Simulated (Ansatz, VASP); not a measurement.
**BeAg2F6: VASP beside Ansatz**

```xyz
9
Lattice="0.0000 3.6411 3.6411 3.6411 0.0000 3.6411 3.6411 3.6411 0.0000" Properties=species:S:1:pos:R:3 pbc="T T T"
Be    0.0000    0.0000    0.0000
Ag    1.8206    1.8206    1.8206
Ag    5.4617    5.4617    5.4617
F     1.8206    3.6411    3.6411
F     3.6411    1.8206    3.6411
F     5.4617    3.6411    3.6411
F     3.6411    5.4617    3.6411
F     3.6411    3.6411    1.8206
F     3.6411    3.6411    5.4617
```

Change from the starting cell: species swapped into the Rb2PdBr6 type (Fm-3m, No. 225).

Alike in both runs: task single point; functional PBE; k mesh 4 × 4 × 4; occupations gaussian, width 0.1 eV; no spin polarisation.

|  | VASP | Ansatz |
| --- | --- | --- |
| version | VASP 6.6.1 | Ansatz 0.2.0 |
| potentials or method | VASP PAW PBE potentials, release 64 (Be, Ag, F), cutoff 520 eV | scalar-relativistic, plane waves, PAW |
| valence electrons in the cell | 66 | 82 |

VASP gave:

| Item | Value |
| --- | --- |
| gap on the k mesh at the Fermi level (eV) | none |
| pressure (GPa) | -3.1 |

**Question.** Estimate Ansatz's values.

**Answer.** gap on the k mesh at the Fermi level (eV): none; pressure (GPa): -2.8.

A gap of «none» marks a metal or a gap that the smearing closes. VASP's potentials hold 66 valence electrons a cell and Ansatz's 82, so a difference there can come from the potentials and not from the codes.

The k mesh is coarse, so the values compare programs but aren't converged.
